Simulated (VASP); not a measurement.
# AgI (P6_3mc) in VASP: a series of runs

AgI is run at these levels: PBE; tasks: single point, relaxation of shape and atoms at fixed volume, relaxation of cell and atoms.

Program: VASP 6.6.1. These are calculated values, not measurements. Logs are shortened: lines on timing, memory, paths and dates and some standing lists are left out, and cuts for length are marked.

### 1 The cell of the first run

Symmetry: P6_3mc, No. 186, hexagonal system. The conventional cell has a = 4.837 Å, b = 4.837 Å, c = 7.912 Å, α = 90.00°, β = 90.00°, γ = 120.00°. Ag (site symmetry 3m) has 4 I at 2.96 Å within 3.9 Å. I (site symmetry 3m) has 4 Ag at 2.96 Å within 3.9 Å.

### 2 Single point, PBE (40.08 Å³/atom)

INCAR reads:

```
PREC = Accurate
ENCUT = 500
EDIFF = 1E-6
ISMEAR = 0
SIGMA = 0.02
LREAL = False
LASPH = True
NELM = 120
ALGO = Normal
ISIF = 2
LWAVE = False
LCHARG = True
GGA = PE
LELF = True
LVHAR = True
NBANDS = 26
GGA_COMPAT = False
```

KPOINTS reads:

```
Automatic mesh
0
Gamma
  6 6 4
```

POSCAR reads:

```
AgI
1.0
    4.8371240619      0.0000000000      0.0000000000
   -2.4185620310      4.1890723189      0.0000000000
    0.0000000000      0.0000000000      7.9118621419
Ag I
2 2
Direct
    0.6666666667      0.3333333333      0.6276573162
    0.3333333333      0.6666666667      0.1276573162
    0.6666666667      0.3333333333      0.0023426838
    0.3333333333      0.6666666667      0.5023426838
```

Potentials or basis: VASP PAW PBE potentials, release 64 (Ag, I).

Launch:

```
> cat potpaw_PBE.64/Ag/POTCAR potpaw_PBE.64/I/POTCAR > POTCAR
> mpirun -np 1 vasp_std > vasp.out
```

OUTCAR:

```text
PREC = Accurate
   ENCUT = 500
   EDIFF = 1E-6
   ISMEAR = 0
   LREAL = False
   LASPH = True
   NELM = 120
   ISIF = 2
   GGA = PE

 ion  position               nearest neighbor table
   1  0.667  0.333  0.628-   4 2.96   4 2.96   4 2.96   3 2.96
   2  0.333  0.667  0.128-   3 2.96   3 2.96   3 2.96   4 2.96
   3  0.667  0.333  0.002-   2 2.96   2 2.96   2 2.96   1 2.96
   4  0.333  0.667  0.502-   1 2.96   1 2.96   1 2.96   2 2.96

  LATTYP: Found a hexagonal cell.
 ALAT       =     4.8371240619
 C/A-ratio  =     1.6356541698

  Lattice vectors:

 A1 = (   4.8371240619,   0.0000000000,   0.0000000000)
 A2 = (  -2.4185620310,   4.1890723189,   0.0000000000)
 A3 = (   0.0000000000,   0.0000000000,   7.9118621419)

Analysis of symmetry for initial positions (statically):
=====================================================================
 Subroutine PRICEL returns:
 Original cell was already a primitive cell.

 Routine SETGRP: Setting up the symmetry group for a
 hexagonal supercell.

 Subroutine GETGRP returns: Found 12 space group operations
 (whereof  6 operations were pure point group operations)
 out of a pool of 24 trial point group operations.

The static configuration has the point symmetry C_3v.
 The point group associated with its full space group is C_6v.

Analysis of symmetry for dynamics (positions and initial velocities):
=====================================================================
 Subroutine PRICEL returns:
 Original cell was already a primitive cell.

 Routine SETGRP: Setting up the symmetry group for a
 hexagonal supercell.

 Subroutine GETGRP returns: Found 12 space group operations
 (whereof  6 operations were pure point group operations)
 out of a pool of 24 trial point group operations.

The dynamic configuration has the point symmetry C_3v.
 The point group associated with its full space group is C_6v.

 Subroutine INISYM returns: Found 12 space group operations
 (whereof  6 operations are pure point group operations),
 and found     1 'primitive' translations

----------------------------------------------------------------------------------------

                                     Primitive cell

  volume of cell :     160.3186

  direct lattice vectors                    reciprocal lattice vectors
     4.837124062  0.000000000  0.000000000     0.206734412  0.119358169  0.000000000
    -2.418562031  4.189072319  0.000000000     0.000000000  0.238716337  0.000000000
     0.000000000  0.000000000  7.911862142     0.000000000  0.000000000  0.126392495

  length of vectors
     4.837124062  4.837124062  7.911862142     0.238716337  0.238716337  0.126392495

  position of ions in fractional coordinates (direct lattice)
     0.666666667  0.333333333  0.627657316
     0.333333333  0.666666667  0.127657316
     0.666666667  0.333333333  0.002342684
     0.333333333  0.666666667  0.502342684

  ion indices of the primitive-cell ions
   primitive index   ion index
                 1           1
                 2           2
                 3           3
                 4           4

----------------------------------------------------------------------------------------

 KPOINTS: Automatic mesh

Automatic generation of k-mesh.
 Grid dimensions read from file:
 generate k-points for:    6    6    4

 Generating k-lattice:

  Cartesian coordinates                     Fractional coordinates (reciprocal lattice)
     0.034455735  0.019893028  0.000000000     0.166666667  0.000000000  0.000000000
     0.000000000  0.039786056  0.000000000     0.000000000  0.166666667  0.000000000
     0.000000000  0.000000000  0.031598124     0.000000000  0.000000000  0.250000000

  Length of vectors
     0.039786056  0.039786056  0.031598124

  Shift w.r.t. Gamma in fractional coordinates (k-lattice)
     0.000000000  0.000000000  0.000000000

 Subroutine IBZKPT returns following result:
 ===========================================

 Found     21 irreducible k-points:

 Following reciprocal coordinates:
            Coordinates               Weight
  0.000000  0.000000  0.000000      1.000000
  0.166667  0.000000  0.000000      6.000000
  0.333333  0.000000  0.000000      6.000000
  0.500000  0.000000  0.000000      3.000000
  0.166667  0.166667  0.000000      6.000000
  0.333333  0.166667  0.000000     12.000000
[... 13 lines left out ...]
  0.333333  0.166667  0.500000     12.000000
  0.333333  0.333333  0.500000      2.000000
   k-points           NKPTS =     21   k-points in BZ     NKDIM =     21   number of bands    NBANDS=     26
   number of dos      NEDOS =    301   number of ions     NIONS =      4
   total plane-waves  NPLWV =  77760
   dimension x,y,z NGX =    36 NGY =   36 NGZ =   60
   dimension x,y,z NGXF=    72 NGYF=   72 NGZF=  120
   ions per type =               2   2
   NGX,Y,Z   is equivalent  to a cutoff of  12.37, 12.37, 12.61 a.u.
   NGXF,Y,Z  is equivalent  to a cutoff of  24.75, 24.75, 25.21 a.u.
 SYSTEM =  unknown system
   PREC   = accura    normal or accurate (medium, high low for compatibility)
   ISTART =      0    job   : 0-new  1-cont  2-samecut
   ICHARG =      2    charge: 1-file 2-atom 10-const
   ISPIN  =      1    spin polarized calculation?
   LNONCOLLINEAR =      F non collinear calculations
   LSORBIT =      F    spin-orbit coupling
   LASPH  =      T    aspherical Exc in radial PAW
   ENCUT  =  500.0 eV  36.75 Ry    6.06 a.u.   8.82  8.82 14.43*2*pi/ulx,y,z
   NELM   =    120;   NELMIN=  2; NELMDL= -5     # of ELM steps
   EDIFF  = 0.1E-05   stopping-criterion for ELM
   LREAL  =      F    real-space projection
   EDIFFG = 0.1E-04   stopping-criterion for IOM
   NSW    =      0    number of steps for IOM
   IBRION =     -1    ionic relax: 0-MD 1-quasi-New 2-CG
   NFREE  =      0    steps in history (QN), initial steepest desc. (CG)
   ISIF   =      2    stress and relaxation
   ISYM   =      2    0-nonsym 1-usesym 2-fastsym
   POTIM  = 0.5000    time-step for ionic-motion
   TEBEG  =    0.0;   TEEND  =   0.0 temperature during run
   PSTRESS=    0.0 pullay stress
   NELECT =      36.0000    total number of electrons
   NUPDOWN=      -1.0000    fix difference up-down
   EMIN   =  10.00;   EMAX   =-10.00  energy-range for DOS
   EFERMI =   0.00;   METHOD = LEGACY
   ISMEAR =     0;   SIGMA  =   0.02  broadening in eV -4-tet -1-fermi 0-gaus
   EFERMI_NEDOS =   21; number of points for ismear=-14 and -15
   IALGO  =     38    algorithm
   IMIX   =      4    mixing-type and parameters
     AMIX     =   0.40;   BMIX     =  1.00
     AMIX_MAG =   1.60;   BMIX_MAG =  1.00
  volume/ion in A,a.u.               =      40.08       270.47
  Fermi-wavevector in a.u.,A,eV,Ry     =   0.995056  1.880384 13.471637  0.990137
  Thomas-Fermi vector in A             =   2.127050
   LORBIT       =      0    0 simple, 1 ext, 2 COOP (PROOUT), +10 PAW based schemes
   GGA     = PE    functional components
   LHFCALC =     F    Hartree Fock is set to
   AEXX    =    0.0000 exact exchange contribution
   IVDW    =     0    specifies the selected vdW correction
   LEPSILON=     F    determine dielectric tensor
   LRPA    =     F    only Hartree local field effects (RPA)
 non-spin polarized calculation
 Gauss-broadening in eV      SIGMA  =   0.02
  energy-cutoff  :      500.00
  volume of cell :      160.32
 maximum number of plane-waves:      4104
 NGX is ok and might be reduce to    36
   NGX = 17   NGY = 17   NGZ = 29

 number of electron      36.0000008 magnetization

 Free energy of the ion-electron system (eV)
  ---------------------------------------------------
  ext. energy  EPLUGINS =         0.00000000
  ---------------------------------------------------
  free energy    TOTEN  =        -9.48063947 eV

  energy without entropy =       -9.48063947  energy(sigma->0) =       -9.48063947

 E-fermi :   1.6486     XC(G=0):  -7.7206

 val. band max:        1.5164033111   @ k =   0.0000   0.0000   0.0000
 cond. band min:       2.8919809616   @ k =   0.0000   0.0000   0.0000
 fundamental gap:      1.3755776505
 Fermi energy:         1.6486381368

 k-point     1 :       0.0000    0.0000    0.0000
  band No.  band energies     occupation
      1     -10.5048      2.00000
      2     -10.3212      2.00000
      3      -1.8485      2.00000
      4      -1.8446      2.00000
      5      -1.8446      2.00000
      6      -1.7296      2.00000
[... 18 lines left out ...]
     25       8.2728      0.00000
     26       8.4801      0.00000

 k-point     2 :       0.1667    0.0000    0.0000
  band No.  band energies     occupation
      1     -10.4648      2.00000
      2     -10.3020      2.00000
      3      -1.8716      2.00000
      4      -1.8157      2.00000
      5      -1.8099      2.00000
      6      -1.7230      2.00000
[... 18 lines left out ...]
     25       8.2824      0.00000
     26       8.7041      0.00000

 k-point     3 :       0.3333    0.0000    0.0000
  band No.  band energies     occupation
      1     -10.3765      2.00000
      2     -10.2692      2.00000
      3      -1.8995      2.00000
      4      -1.7872      2.00000
      5      -1.7442      2.00000
      6      -1.6307      2.00000
[... 18 lines left out ...]
     25       8.9505      0.00000
     26       9.0960      0.00000

 k-point     4 :       0.5000    0.0000    0.0000
  band No.  band energies     occupation
      1     -10.3222      2.00000
      2     -10.2616      2.00000
      3      -1.8878      2.00000
      4      -1.7622      2.00000
      5      -1.7144      2.00000
      6      -1.5584      2.00000
[... 18 lines left out ...]
     25       8.8817      0.00000
     26      10.2777      0.00000
[... 409 lines left out ...]
      1     -10.3383      2.00000
      2     -10.3383      2.00000
      3      -1.9037      2.00000
      4      -1.9037      2.00000
      5      -1.7175      2.00000
      6      -1.7175      2.00000
[... 18 lines left out ...]
     25       8.6293      0.00000
     26       8.6293      0.00000

 k-point    20 :       0.3333    0.1667    0.5000
  band No.  band energies     occupation
      1     -10.2913      2.00000
      2     -10.2913      2.00000
      3      -1.8795      2.00000
      4      -1.8795      2.00000
      5      -1.6510      2.00000
      6      -1.6510      2.00000
[... 18 lines left out ...]
     25       8.9579      0.00000
     26       8.9579      0.00000

 k-point    21 :       0.3333    0.3333    0.5000
  band No.  band energies     occupation
      1     -10.2756      2.00000
      2     -10.2756      2.00000
      3      -1.7893      2.00000
      4      -1.7893      2.00000
      5      -1.6869      2.00000
      6      -1.6869      2.00000
[... 18 lines left out ...]
     25       9.6379      0.00000
     26       9.6385      0.00000

------------------------ aborting loop because EDIFF is reached ----------------------------------------

  FORCE on cell =-STRESS in cart. coord.  units (eV):
  Direction    XX          YY          ZZ          XY          YZ          ZX
  --------------------------------------------------------------------------------------
  -------------------------------------------------------------------------------------
  Total       -1.9493661     -1.9493661     -1.9662856      0.0000000      0.0000000      0.0000000
  in kB      -19.4814011    -19.4814011    -19.6504900      0.0000000      0.0000000      0.0000000
  external PRESSURE =     -19.5377641 kB  Pullay stress =       0.0000000 kB

 VOLUME and BASIS-vectors are now :
 -----------------------------------------------------------------------------
  energy-cutoff  :      500.00
  volume of cell :      160.32
      direct lattice vectors                 reciprocal lattice vectors
     4.837124062  0.000000000  0.000000000     0.206734412  0.119358169  0.000000000
    -2.418562031  4.189072319  0.000000000     0.000000000  0.238716337  0.000000000
     0.000000000  0.000000000  7.911862142     0.000000000  0.000000000  0.126392495

 POSITION                                       TOTAL-FORCE (eV/Angst)
 -----------------------------------------------------------------------------------
      2.41856      1.39636      4.96594        -0.000000      0.000000     -0.004637
     -0.00000      2.79271      1.01001        -0.000000     -0.000000     -0.004637
      2.41856      1.39636      0.01853         0.000000     -0.000000      0.004637
     -0.00000      2.79271      3.97447        -0.000000      0.000000      0.004637
 -----------------------------------------------------------------------------------
    total drift:                               -0.000000      0.000000     -0.000246

  FREE ENERGIE OF THE ION-ELECTRON SYSTEM (eV)
  ---------------------------------------------------
  free  energy   TOTEN  =        -9.4806394748 eV

  energy  without entropy=       -9.4806394748  energy(sigma->0) =       -9.48063947
```

Run time: 40 s. Hardware: 1 thread of Intel Xeon 6975P-C (Granite Rapids), shared host; peak memory 0.29 GiB.

Results:

```yaml
Free_energy: -9.4806 eV
Pressure: -2.0 GPa
Largest_force: 0.005 eV/Å
Band_gap_on_the_k_mesh: 1.38 eV
```

Forces on the atoms (eV/Å):
```
Ag   0.000  0.000 -0.005
Ag   0.000  0.000 -0.005
I    0.000  0.000  0.005
I    0.000  0.000  0.005
```

Levels at points of the mesh, in eV from the valence-band top:
| k point | band 14 | band 15 | band 16 | band 17 | band 18 | band 19 | band 20 | band 21 | band 22 | band 23 |
| --- | --- | --- | --- | --- | --- | --- | --- | --- | --- | --- |
| (0.00, 0.00, 0.00) | -0.52 | -0.52 | -0.04 | 0.00 | 0.00 | 1.38 | 2.72 | 5.98 | 5.98 | 6.13 |
| (0.50, 0.00, 0.00) | -2.10 | -1.67 | -1.32 | -0.75 | -0.52 | 3.25 | 3.70 | 5.04 | 5.67 | 6.41 |
| (0.00, 0.00, 0.50) | -1.36 | -0.27 | -0.27 | -0.27 | -0.27 | 2.59 | 2.59 | 5.67 | 5.67 | 6.25 |
| (0.50, 0.00, 0.50) | -2.26 | -0.92 | -0.92 | -0.92 | -0.92 | 3.33 | 3.33 | 5.04 | 5.04 | 7.15 |

Caveat: spin-orbit coupling is left out, which moves the levels of the heavy elements.

### 3 Relaxation of shape and atoms at fixed volume, PBE (32.06 Å³/atom)

This run uses another cell than the first one, of 32.06 Å³/atom.

INCAR reads:

```
SYSTEM = AgI
  PREC = Accurate
  ENCUT = 500
  EDIFF = 1E-7
  ISMEAR = 0
  SIGMA = 0.02
  LREAL = .False.
  LASPH = .True.
  NELM = 120
  ALGO = Normal
  ISIF = 4
  LWAVE = .False.
  LCHARG = .False.
  GGA = PE
  IBRION = 2
  NSW = 50
  EDIFFG = -0.01
  GGA_COMPAT = .False.
  NELMIN = 4
```

KPOINTS reads:

```
regular mesh
0
Gamma
  6 6 4
  0 0 0
```

POSCAR reads:

```
AgI
1.0
    4.4903882065      0.0000000000      0.0000000000
   -2.2451941033      3.8887902597      0.0000000000
    0.0000000000      0.0000000000      7.3447221942
Ag I
2 2
Direct
    0.6666666667      0.3333333333      0.6276573162
    0.3333333333      0.6666666667      0.1276573162
    0.6666666667      0.3333333333      0.0023426838
    0.3333333333      0.6666666667      0.5023426838
```

Potentials or basis: VASP PAW PBE potentials, release 64 (Ag, I).

Launch:

```
> cat potpaw_PBE.64/Ag/POTCAR potpaw_PBE.64/I/POTCAR > POTCAR
> mpirun -np 1 vasp_std > vasp.out
```

It took 33 s on 1 thread of Intel Xeon 6975P-C (Granite Rapids), shared host; peak memory 0.26 GiB.

The run converged. Its results:

| Item | Value |
| --- | --- |
| Free energy | -9.3649 eV |
| Pressure after relaxing | 4.6 GPa |
| Largest force after relaxing | 0.007 eV/Å |
| Band gap on the k mesh | 1.38 eV |

Forces on the atoms (eV/Å):
```
Ag   0.000  0.000  0.007
Ag   0.000  0.000  0.007
I    0.000  0.000 -0.007
I    0.000  0.000 -0.007
```

Final structure:
```xyz
4
Lattice="4.4904 0.0000 0.0000 -2.2452 3.8888 0.0000 0.0000 0.0000 7.3447" Properties=species:S:1:pos:R:3 pbc="T T T"
Ag    2.2452    1.2963    4.6100
Ag    0.0000    2.5925    0.9376
I     2.2452    1.2963    0.0172
I     0.0000    2.5925    3.6896
```

Levels at points of the mesh, in eV from the valence-band top:
```csv
k point,band 16,band 17,band 18,band 19,band 20,band 21
"(0.00, 0.00, 0.00)",-0.08,0.00,0.00,1.38,2.59,5.63
"(0.50, 0.00, 0.00)",-2.02,-1.19,-0.82,3.35,3.49,4.70
"(0.00, 0.00, 0.50)",-0.42,-0.42,-0.42,2.68,2.68,5.63
"(0.50, 0.00, 0.50)",-1.41,-1.40,-1.40,3.19,3.19,4.78
```

Caveat: the relaxation stopped at its first step, so nothing moved; spin-orbit coupling is left out, which moves the levels of the heavy elements.

### 4 Relaxation of shape and atoms at fixed volume, PBE (33.16 Å³/atom)

This run uses another cell than the first one, of 33.16 Å³/atom.

INCAR reads:

```
SYSTEM = AgI
ALGO     = Normal         ! electronic algorithm
EDIFF    = 1E-7           ! SCF threshold, eV
EDIFFG   = -0.01          ! ionic threshold
ENCUT    = 500            ! plane-wave cutoff, eV
GGA      = PE             ! functional
GGA_COMPAT= .FALSE.      
IBRION   = 2              ! ionic algorithm
ISIF     = 4              ! what is computed and relaxed
ISMEAR   = 0              ! smearing method
LASPH    = .TRUE.         ! aspherical terms in the spheres
LCHARG   = .FALSE.        ! write CHGCAR
LREAL    = .FALSE.        ! projectors in reciprocal space
LWAVE    = .FALSE.        ! write WAVECAR
NELM     = 120            ! most SCF steps
NELMIN   = 4            
NSW      = 50             ! ionic steps
PREC     = Accurate       ! precision mode
SIGMA    = 0.02           ! smearing width, eV
```

KPOINTS reads:

```
k-points
0
G
  6 6 4
  0 0 0
```

POSCAR reads:

```
AgI
1.0
    4.5408462299      0.0000000000      0.0000000000
   -2.2704231150      3.9324881898      0.0000000000
    0.0000000000      0.0000000000      7.4272540706
Ag I
2 2
Direct
    0.6666666667      0.3333333333      0.6276573162
    0.3333333333      0.6666666667      0.1276573162
    0.6666666667      0.3333333333      0.0023426838
    0.3333333333      0.6666666667      0.5023426838
```

Launch:

```
> cat potpaw_PBE.64/Ag/POTCAR potpaw_PBE.64/I/POTCAR > POTCAR
> mpirun -np 1 vasp_std > vasp.out
```

Wall time 38 s (1 thread of Intel Xeon 6975P-C (Granite Rapids), shared host); peak memory 0.27 GiB.

It converged, with:

| Item | Value |
| --- | --- |
| Free energy | -9.4686 eV |
| Pressure after relaxing | 3.1 GPa |
| Largest force after relaxing | 0.004 eV/Å |
| Band gap on the k mesh | 1.37 eV |

Forces in eV/Å, atoms in the order of the input:
```
Ag   0.000  0.000  0.004
Ag   0.000  0.000  0.004
I    0.000  0.000 -0.004
I    0.000  0.000 -0.004
```

Final structure:
```
CELL_PARAMETERS angstrom
4.54085 0.00000 0.00000
-2.27042 3.93249 0.00000
0.00000 0.00000 7.42725
ATOMIC_POSITIONS crystal
Ag 0.66667 0.33333 0.62766
Ag 0.33333 0.66667 0.12766
I 0.66667 0.33333 0.00234
I 0.33333 0.66667 0.50234
```

Levels at points of the mesh, in eV from the valence-band top:
```csv
k point,band 16,band 17,band 18,band 19,band 20,band 21
"(0.00, 0.00, 0.00)",-0.07,0.00,0.00,1.37,2.61,5.69
"(0.50, 0.00, 0.00)",-1.90,-1.11,-0.76,3.35,3.54,4.76
"(0.00, 0.00, 0.50)",-0.40,-0.40,-0.40,2.67,2.67,5.63
"(0.50, 0.00, 0.50)",-1.33,-1.32,-1.32,3.23,3.23,4.82
```

Caveat: the relaxation stopped at its first step, so nothing moved; spin-orbit coupling is left out, which moves the levels of the heavy elements.

(Part 1 of 2 ends here.)
